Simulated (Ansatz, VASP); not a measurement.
## Tl2Sn: VASP beside Ansatz

Contents of POSCAR:

```
Tl2Sn
1.0
    5.3590160000      0.0000000000      0.0000000000
   -2.6795080000      4.6410480000      0.0000000000
    0.0000000000      0.0000000000      6.5648810000
Tl Sn
4 2
Direct
    0.3333000000      0.6667000000      0.7500000000
    0.6666000000      0.3333000000      0.2500000000
    0.0000000000      0.0000000000      0.0000000000
    0.0000000000      0.0000000000      0.5000000000
    0.3333000000      0.6667000000      0.2500000000
    0.6666000000      0.3333000000      0.7500000000
```

Contents of INCAR.step1:

```
  PREC = Accurate
  ENCUT = 520
  ISMEAR = 1
  SIGMA = 0.0259
  LREAL = False
  LASPH = True
  NELM = 100
  NBANDS = 49
  GGA = PE
  ALGO = Normal
  EDIFF = 1E-4
  LWAVE = True
  LCHARG = False
```

File INCAR.step2:

```
  PREC = Accurate
  ENCUT = 520
  EDIFF = 1E-6
  ISMEAR = 1
  SIGMA = 0.0259
  LREAL = False
  LASPH = True
  NELM = 100
  ALGO = Normal
  ISIF = 2
  LWAVE = False
  LCHARG = False
  METAGGA = R2SCAN
  LMIXTAU = True
  NBANDS = 49
  ISTART = 1
```

The input KPOINTS:

```
regular mesh
0
Gamma
  4 4 3
```

Input for Ansatz:

```yaml
crystal:
  lattice:
    - [5.359016, 0.0, 0.0]
    - [-2.679508, 4.641048, 0.0]
    - [0.0, 0.0, 6.564881]
  atoms:
    - { symbol: Tl, position: [0.3333, 0.6667, 0.75] }
    - { symbol: Tl, position: [0.6666, 0.3333, 0.25] }
    - { symbol: Sn, position: [0.3333, 0.6667, 0.25] }
    - { symbol: Sn, position: [0.6666, 0.3333, 0.75] }
    - { symbol: Tl, position: [0.0, 0.0, 0.0] }
    - { symbol: Tl, position: [0.0, 0.0, 0.5] }
  symmetry: { tolerance: 0.0003 }
kpoints:
  mp_grid: { grid: [4, 4, 3], shift: [0, 0, 0] }
magnetization:
  spin_polarized: false
scf:
  occupations: { method: methfessel_paxton, width: 0.0259 }
  convergence: { dr2_threshold: 1.0e-06 }
hamiltonian:
  pseudopotentials: { kind: paw }
  xc: r2scan
basis:
  ecutwfc: 500
output:
  forces: true
  stress: true
  eigenvalues: true
```

Alike in both runs: task single point; functional r2SCAN; k mesh 4 × 4 × 3; occupations methfessel-paxton of order 1, width 0.0259 eV; no spin polarisation.

|  | VASP | Ansatz |
| --- | --- | --- |
| version | VASP 6.6.1 | Ansatz 0.2.0 |
| potentials or method | VASP PAW PBE potentials, release 64 (Tl_d, Sn_d), cutoff 520 eV | PAW plane waves |
| valence electrons in the cell | 80 | 80 |

|  | VASP | Ansatz | Ansatz less VASP |
| --- | --- | --- | --- |
| gap on the k mesh at the Fermi level (eV) | none | none | - |
| pressure (GPa) | 4.2 | 4.2 | +0.02 |

VASP's potentials were made for PBE, not for r2SCAN. A gap of «none» marks a metal or a gap that the smearing closes. Ansatz's warnings: force scf threshold loose, stress scf threshold loose, structure snapped to symmetry.

Spin-orbit coupling is off throughout.
